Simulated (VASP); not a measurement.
# MoS2 in VASP: a series of runs

The runs below take MoS2 through single point, relaxation of the atoms, with PBE+D3(BJ).

Program: VASP 6.6.1. These are calculated values, not measurements. Logs are shortened: lines on timing, memory, paths and dates and some standing lists are left out, and cuts for length are marked.

### Step 1. The cell of the first run

The cell holds a slab with vacuum, 3 atoms: a = 3.161 Å, b = 3.161 Å, c = 23.012 Å, α = 90.00°, β = 90.00°, γ = 120.00°.

### Step 2. Single point, PBE+D3(BJ), collinear spin

File INCAR:

```
SYSTEM = MoS2
PREC     = Accurate       ! precision mode
ENCUT    = 520            ! plane-wave cutoff, eV
EDIFF    = 1E-6           ! SCF threshold, eV
ISMEAR   = 0              ! smearing method
SIGMA    = 0.05           ! smearing width, eV
LREAL    = .FALSE.        ! projectors in reciprocal space
LASPH    = .TRUE.         ! aspherical terms in the spheres
NELM     = 150            ! most SCF steps
ALGO     = Normal         ! electronic algorithm
ISIF     = 2              ! what is computed and relaxed
LWAVE    = .FALSE.        ! write WAVECAR
LCHARG   = .TRUE.         ! write CHGCAR
ISPIN    = 2              ! spin polarisation
MAGMOM   = 0 0 1          ! initial moments
LORBIT   = 11             ! projections on sites
LMAXMIX  = 4              ! l up to which the mixer works
LDIPOL   = .TRUE.       
IDIPOL   = 3            
DIPOL    = 0.5 0.5 0.500
GGA      = PE             ! functional
IVDW     = 12             ! dispersion correction
LELF     = .TRUE.         ! ELF
LVHAR    = .TRUE.       
LVACPOTAV= .TRUE.       
NBANDS   = 24             ! bands
```

File KPOINTS:

```
Automatic mesh
0
G
  12 12 1
  0 0 0
```

File POSCAR:

```
MoS2
1.0
    3.1610016000      0.0000000000      0.0000000000
   -1.5805008000      2.7375076900      0.0000000000
    0.0000000000      0.0000000000     23.0122751980
S Mo
2 1
Direct
    0.3333333300      0.6666666700      0.4345506871
    0.3333333300      0.6666666700      0.5654493129
    0.6666666700      0.3333333300      0.5000000000
```

Potentials or basis: VASP PAW PBE potentials, release 64 (S, Mo_sv).

Started as:

```console
> cat potpaw_PBE.64/S/POTCAR potpaw_PBE.64/Mo_sv/POTCAR > POTCAR
> mpirun -np 1 vasp_std > vasp.out
```

OUTCAR:

```text
SYSTEM = MoS2
   PREC = Accurate
   ENCUT = 520
   EDIFF = 1E-6
   ISMEAR = 0
   LREAL = .FALSE.
   LASPH = .TRUE.
   NELM = 150
   ISIF = 2
   ISPIN = 2
   LORBIT = 11
   GGA = PE
   IVDW = 12
 IVDW          = 12

 ion  position               nearest neighbor table
   1  0.333  0.667  0.435-   3 2.37   3 2.37   3 2.37
   2  0.333  0.667  0.565-   3 2.37   3 2.37   3 2.37
   3  0.667  0.333  0.500-   1 2.37   2 2.37   1 2.37   2 2.37   1 2.37   2 2.37

  LATTYP: Found a hexagonal cell.
 ALAT       =     3.1610016000
 C/A-ratio  =     7.2800580670

  Lattice vectors:

 A1 = (   3.1610016000,   0.0000000000,   0.0000000000)
 A2 = (  -1.5805008000,   2.7375076900,   0.0000000000)
 A3 = (   0.0000000000,   0.0000000000,  23.0122751980)

Analysis of symmetry for initial positions (statically):
=====================================================================
 Subroutine PRICEL returns:
 Original cell was already a primitive cell.

 Routine SETGRP: Setting up the symmetry group for a
 hexagonal supercell.

 Subroutine GETGRP returns: Found 12 space group operations
 (whereof 12 operations were pure point group operations)
 out of a pool of 24 trial point group operations.

The static configuration has the point symmetry D_3h.

Analysis of symmetry for dynamics (positions and initial velocities):
=====================================================================
 Subroutine PRICEL returns:
 Original cell was already a primitive cell.

 Routine SETGRP: Setting up the symmetry group for a
 hexagonal supercell.

 Subroutine GETGRP returns: Found 12 space group operations
 (whereof 12 operations were pure point group operations)
 out of a pool of 24 trial point group operations.

The dynamic configuration has the point symmetry D_3h.

Analysis of structural, dynamic, and magnetic symmetry:
=====================================================================
 Subroutine PRICEL returns:
 Original cell was already a primitive cell.

 Routine SETGRP: Setting up the symmetry group for a
 hexagonal supercell.

 Subroutine GETGRP returns: Found 12 space group operations
 (whereof 12 operations were pure point group operations)
 out of a pool of 24 trial point group operations.

The overall configuration has the point symmetry D_3h.

 Subroutine INISYM returns: Found 12 space group operations
 (whereof 12 operations are pure point group operations),
 and found     1 'primitive' translations

----------------------------------------------------------------------------------------

                                     Primitive cell

  volume of cell :     199.1313

  direct lattice vectors                    reciprocal lattice vectors
     3.161001600  0.000000000  0.000000000     0.316355424  0.182647889  0.000000000
    -1.580500800  2.737507690  0.000000000     0.000000000  0.365295777  0.000000000
     0.000000000  0.000000000 23.012275198     0.000000000  0.000000000  0.043455069

  length of vectors
     3.161001600  3.161001603 23.012275198     0.365295778  0.365295777  0.043455069

  position of ions in fractional coordinates (direct lattice)
     0.333333330  0.666666670  0.434550687
     0.333333330  0.666666670  0.565449313
     0.666666670  0.333333330  0.500000000

  ion indices of the primitive-cell ions
   primitive index   ion index
                 1           1
                 2           2
                 3           3

----------------------------------------------------------------------------------------

 KPOINTS: Automatic mesh

Automatic generation of k-mesh.
 Grid dimensions read from file:
 generate k-points for:   12   12    1

 Generating k-lattice:

  Cartesian coordinates                     Fractional coordinates (reciprocal lattice)
     0.026362952  0.015220657  0.000000000     0.083333333 -0.000000000  0.000000000
     0.000000000  0.030441315  0.000000000     0.000000000  0.083333333  0.000000000
     0.000000000  0.000000000  0.043455069     0.000000000  0.000000000  1.000000000

  Length of vectors
     0.030441315  0.030441315  0.043455069

  Shift w.r.t. Gamma in fractional coordinates (k-lattice)
     0.000000000  0.000000000  0.000000000

 Subroutine IBZKPT returns following result:
 ===========================================

 Found     19 irreducible k-points:

 Following reciprocal coordinates:
            Coordinates               Weight
  0.000000  0.000000  0.000000      1.000000
  0.083333  0.000000  0.000000      6.000000
  0.166667  0.000000  0.000000      6.000000
  0.250000  0.000000  0.000000      6.000000
  0.333333  0.000000  0.000000      6.000000
  0.416667  0.000000  0.000000      6.000000
[... 11 lines left out ...]
  0.333333  0.250000  0.000000     12.000000
  0.333333  0.333333  0.000000      2.000000
   k-points           NKPTS =     19   k-points in BZ     NKDIM =     19   number of bands    NBANDS=     24
   number of dos      NEDOS =    301   number of ions     NIONS =      3
   total plane-waves  NPLWV = 103680
   dimension x,y,z NGX =    24 NGY =   24 NGZ =  180
   dimension x,y,z NGXF=    48 NGYF=   48 NGZF=  360
   ions per type =               2   1
   NGX,Y,Z   is equivalent  to a cutoff of  12.62, 12.62, 13.00 a.u.
   NGXF,Y,Z  is equivalent  to a cutoff of  25.24, 25.24, 26.01 a.u.
 SYSTEM =  MoS2
   PREC   = accura    normal or accurate (medium, high low for compatibility)
   ISTART =      0    job   : 0-new  1-cont  2-samecut
   ICHARG =      2    charge: 1-file 2-atom 10-const
   ISPIN  =      2    spin polarized calculation?
   LNONCOLLINEAR =      F non collinear calculations
   LSORBIT =      F    spin-orbit coupling
   LASPH  =      T    aspherical Exc in radial PAW
   ENCUT  =  520.0 eV  38.22 Ry    6.18 a.u.   5.88  5.88 42.79*2*pi/ulx,y,z
   NELM   =    150;   NELMIN=  2; NELMDL= -5     # of ELM steps
   EDIFF  = 0.1E-05   stopping-criterion for ELM
   LREAL  =      F    real-space projection
   EDIFFG = 0.1E-04   stopping-criterion for IOM
   NSW    =      0    number of steps for IOM
   IBRION =     -1    ionic relax: 0-MD 1-quasi-New 2-CG
   NFREE  =      0    steps in history (QN), initial steepest desc. (CG)
   ISIF   =      2    stress and relaxation
   ISYM   =      2    0-nonsym 1-usesym 2-fastsym
   POTIM  = 0.5000    time-step for ionic-motion
   TEBEG  =    0.0;   TEEND  =   0.0 temperature during run
   PSTRESS=    0.0 pullay stress
   NELECT =      26.0000    total number of electrons
   NUPDOWN=      -1.0000    fix difference up-down
   EMIN   =  10.00;   EMAX   =-10.00  energy-range for DOS
   EFERMI =   0.00;   METHOD = LEGACY
   ISMEAR =     0;   SIGMA  =   0.05  broadening in eV -4-tet -1-fermi 0-gaus
   EFERMI_NEDOS =   21; number of points for ismear=-14 and -15
   IALGO  =     38    algorithm
   IMIX   =      4    mixing-type and parameters
     AMIX     =   0.40;   BMIX     =  1.00
     AMIX_MAG =   1.60;   BMIX_MAG =  1.00
  volume/ion in A,a.u.               =      66.38       447.93
  Fermi-wavevector in a.u.,A,eV,Ry     =   0.830525  1.569465  9.384916  0.689772
  Thomas-Fermi vector in A             =   1.943257
   LORBIT       =     11    0 simple, 1 ext, 2 COOP (PROOUT), +10 PAW based schemes
   GGA     = PE    functional components
   LHFCALC =     F    Hartree Fock is set to
   AEXX    =    0.0000 exact exchange contribution
   IVDW    =    12    specifies the selected vdW correction
   LEPSILON=     F    determine dielectric tensor
   LRPA    =     F    only Hartree local field effects (RPA)
 spin polarized calculation
 Gauss-broadening in eV      SIGMA  =   0.05
  energy-cutoff  :      520.00
  volume of cell :      199.13
 maximum number of plane-waves:      5398
 NGX is ok and might be reduce to    24
   NGX = 11   NGY = 11   NGZ = 85

 dipolmoment           0.000000      0.000000      0.000000 electrons x Angstroem

 number of electron      25.9999999 magnetization       0.0000140

 dipolmoment           0.000000      0.000000     -0.000000 electrons x Angstroem

 Free energy of the ion-electron system (eV)
  ---------------------------------------------------
  ext. energy  EPLUGINS =         0.00000000
  ---------------------------------------------------
  free energy    TOTEN  =       -21.76752163 eV

  energy without entropy =      -21.76752163  energy(sigma->0) =      -21.76752163

 E-fermi :  -1.9384     XC(G=0):  -3.3103

 val. band max:       -2.3618067148   @ k =   0.0000   0.0000   0.0000
 cond. band min:      -0.9486607543   @ k =   0.3333   0.3333   0.0000
 fundamental gap:      1.4131459605
 Fermi energy:        -1.9383816822

 spin component 1

 k-point     1 :       0.0000    0.0000    0.0000
  band No.  band energies     occupation
      1     -63.3311      1.00000
      2     -37.5053      1.00000
      3     -37.2893      1.00000
      4     -37.2893      1.00000
      5     -16.8565      1.00000
      6     -15.3294      1.00000
[... 16 lines left out ...]
     23       5.1921      0.00000
     24       6.3996      0.00000
[... 462 lines left out ...]
      1     -63.2834      1.00000
      2     -37.6052      1.00000
      3     -37.5506      1.00000
      4     -37.4088      1.00000
      5     -14.6422      1.00000
      6     -14.5214      1.00000
[... 16 lines left out ...]
     23       9.1680      0.00000
     24       9.3095      0.00000
 Fermi energy:        -1.9383816822

 spin component 2

 k-point     1 :       0.0000    0.0000    0.0000
  band No.  band energies     occupation
      1     -63.3311      1.00000
      2     -37.5053      1.00000
      3     -37.2893      1.00000
      4     -37.2893      1.00000
      5     -16.8565      1.00000
      6     -15.3294      1.00000
[... 16 lines left out ...]
     23       5.2331      0.00000
     24       6.4175      0.00000
[... 463 lines left out ...]
      2     -37.6052      1.00000
      3     -37.5505      1.00000
      4     -37.4088      1.00000
      5     -14.6422      1.00000
      6     -14.5214      1.00000
[... 16 lines left out ...]
     23       9.1680      0.00000
     24       9.3123      0.00000

------------------------ aborting loop because EDIFF is reached ----------------------------------------

 Edisp (eV)   -0.96623

 E8    (eV) :    -0.4182

  FORCE on cell =-STRESS in cart. coord.  units (eV):
  Direction    XX          YY          ZZ          XY          YZ          ZX
  --------------------------------------------------------------------------------------
  -------------------------------------------------------------------------------------
  Total       1.06061     1.06061     3.56034     0.00000    -0.00000     0.00000
  in kB       8.53345     8.53345    28.64588     0.00000    -0.00000     0.00000
  external pressure =       15.24 kB  Pullay stress =        0.00 kB

 VOLUME and BASIS-vectors are now :
 -----------------------------------------------------------------------------
  energy-cutoff  :      520.00
  volume of cell :      199.13
      direct lattice vectors                 reciprocal lattice vectors
     3.161001600  0.000000000  0.000000000     0.316355424  0.182647889  0.000000000
    -1.580500800  2.737507690  0.000000000     0.000000000  0.365295777  0.000000000
     0.000000000  0.000000000 23.012275198     0.000000000  0.000000000  0.043455069

 POSITION                                       TOTAL-FORCE (eV/Angst)
 -----------------------------------------------------------------------------------
     -0.00000      1.82501     10.00000         0.000000     -0.000000     -1.190403
     -0.00000      1.82501     13.01228         0.000000      0.000000      1.190403
      1.58050      0.91250     11.50614        -0.000000      0.000000      0.000000
 -----------------------------------------------------------------------------------
    total drift:                               -0.000013      0.000008     -0.000000

  FREE ENERGIE OF THE ION-ELECTRON SYSTEM (eV)
  ---------------------------------------------------
  free  energy   TOTEN  =       -22.7337552255 eV

  energy  without entropy=      -22.7337552255  energy(sigma->0) =      -22.73375523

 vacuum level on the upper side and lower side of the slab         3.432         3.432

 total charge

# of ion       s       p       d       tot
------------------------------------------
    1        1.362   2.369   0.000   3.731
    2        1.362   2.369   0.000   3.731
    3        2.305   6.241   4.024  12.570
--------------------------------------------------
tot          5.030  10.978   4.024  20.032

 magnetization (x)

# of ion       s       p       d       tot
------------------------------------------
    1       -0.000  -0.000   0.000  -0.000
    2       -0.000  -0.000   0.000  -0.000
    3        0.000  -0.000   0.000   0.000
--------------------------------------------------
tot         -0.000  -0.000   0.000  -0.000
```

Wall time 2.3 min (1 thread of Intel Xeon 6975P-C (Granite Rapids), shared host); peak memory 0.47 GiB.

What came out:

| Quantity | Value |
| --- | --- |
| Free energy | -22.7338 eV |
| Largest force | 1.190 eV/Å |
| Band gap on the k mesh | 1.41 eV (least direct gap 1.65 eV) |
| Net moment | 0.00 μB per cell |
| Valence electrons inside the program's atomic spheres | S 3.73; Mo 12.57 |
| Dispersion energy per atom | -0.322 eV |

Forces on the atoms (eV/Å):
```
S    0.000  0.000 -1.190
S    0.000  0.000  1.190
Mo   0.000  0.000  0.000
```

### Step 3. Single point, PBE+D3(BJ)

File INCAR:

```
ALGO = Normal ; DIPOL = 0.5 0.5 0.500
EDIFF = 1E-6 ; ENCUT = 520
GGA = PE ; IDIPOL = 3
ISIF = 2 ; ISMEAR = 0
IVDW = 12 ; LASPH = T
LCHARG = T ; LDIPOL = T
LELF = T ; LREAL = F
LVACPOTAV = T ; LVHAR = T
LWAVE = F ; NBANDS = 20
NELM = 100 ; PREC = Accurate
SIGMA = 0.05
```

File KPOINTS:

```
k-points
0
Gamma
  30 30 1
```

File POSCAR:

```
MoS2
1.0
    3.1539428163      0.0000000000      0.0000000000
   -1.5769714082      2.7313946010      0.0000000000
    0.0000000000      0.0000000000     23.1348545341
S Mo
2 1
Direct
    0.3333333333      0.6666666667      0.4322482333
    0.3333333333      0.6666666667      0.5677517667
    0.6666666667      0.3333333333      0.4999999986
```

Potentials or basis: VASP PAW PBE potentials, release 64 (S, Mo_sv).

Started as:

```console
> cat potpaw_PBE.64/S/POTCAR potpaw_PBE.64/Mo_sv/POTCAR > POTCAR
> mpirun -np 1 vasp_std > vasp.out
```

Wall time 3.4 min (1 thread of Intel Xeon 6975P-C (Granite Rapids), shared host); peak memory 0.54 GiB.

The run converged. Its results:

```yaml
Free_energy: -22.8018 eV
Largest_force: 0.011 eV/Å
Band_gap_on_the_k_mesh: 1.78 eV
Dispersion_energy_per_atom: -0.319 eV
Ionisation_potential_of_the_upper_face: 5.89 eV
```

Forces on the atoms (eV/Å):
```
S    0.000  0.000  0.011
S    0.000  0.000 -0.011
Mo   0.000  0.000  0.000
```

Levels at points of the mesh, in eV from the valence-band top:
```csv
k point,band 11,band 12,band 13,band 14,band 15,band 16
"(0.00, 0.00, 0.00)",-1.45,-1.45,-0.09,2.84,2.84,3.07
"(0.50, 0.00, 0.00)",-1.95,-0.91,-0.65,2.35,2.85,3.92
```

### Step 4. Relaxation of the atoms, PBE+D3(BJ)

File INCAR:

```
PREC = Accurate
ENCUT = 520
EDIFF = 1E-6
ISMEAR = 0
SIGMA = 0.05
LREAL = F
LASPH = T
NELM = 60
ALGO = Normal
ISIF = 2
LWAVE = F
LCHARG = F
LDIPOL = T
IDIPOL = 3
DIPOL = 0.5 0.5 0.500
GGA = PE
IVDW = 12
IBRION = 2
NSW = 60
EDIFFG = -0.04
```

File KPOINTS:

```
Automatic mesh
0
Gamma
  9 9 1
```

POSCAR is that of step 3.

Started as:

```console
> cat potpaw_PBE.64/S/POTCAR potpaw_PBE.64/Mo_sv/POTCAR > POTCAR
> mpirun -np 1 vasp_std > vasp.out
```

Wall time 28 s (1 thread of Intel Xeon 6975P-C (Granite Rapids), shared host); peak memory 0.32 GiB.

Results (log left out):

| Quantity | Value |
| --- | --- |
| Free energy | -22.8017 eV |
| Largest force after relaxing | 0.011 eV/Å |
| Band gap on the k mesh | 1.78 eV |
| Dispersion energy per atom | -0.319 eV |

Forces on the atoms (eV/Å):
```
S    0.000  0.000  0.011
S    0.000  0.000 -0.011
Mo   0.000  0.000  0.000
```

Final structure:
```
CELL_PARAMETERS angstrom
3.15394 0.00000 0.00000
-1.57697 2.73139 0.00000
0.00000 0.00000 23.13485
ATOMIC_POSITIONS crystal
S 0.33333 0.66667 0.43225
S 0.33333 0.66667 0.56775
Mo 0.66667 0.33333 0.50000
```

Levels at points of the mesh, in eV from the valence-band top:
```
           k point  band 10  band 11  band 12  band 13  band 14  band 15  band 16  band 17
(0.00, 0.00, 0.00)    -1.86    -1.45    -1.45    -0.09     2.84     2.84     3.07     3.07
```

Caveat: the relaxation stopped at its first step, so nothing moved.

### Step 5. Summary

```tsv
task	spin	cell	k mesh	gap on the mesh (eV)	largest force (eV/Å)
single point	collinear	a = 3.161, b = 3.161, c = 23.012 Å, angles 90.0, 90.0, 120.0°, 3 atoms, atomic positions A	12 × 12 × 1	1.41	1.19
single point	off	a = 3.154, b = 3.154, c = 23.135 Å, angles 90.0, 90.0, 120.0°, 3 atoms, atomic positions B	30 × 30 × 1	1.78	0.01
relaxation of the atoms	off	atoms relaxed from a = 3.154, b = 3.154, c = 23.135 Å, angles 90.0, 90.0, 120.0°, 3 atoms, atomic positions B	9 × 9 × 1	1.78	0.01
```

Alike in all rows: level PBE+D3(BJ); potentials or basis VASP PAW PBE potentials, release 64 (S, Mo_sv); cutoff (eV) 520; smearing gaussian 0.05 eV.

Caveats: the relaxation stopped at its first step, so nothing moved (at least some runs).

Total energies depend on the potentials used, so only differences within one code and one set of settings carry meaning.
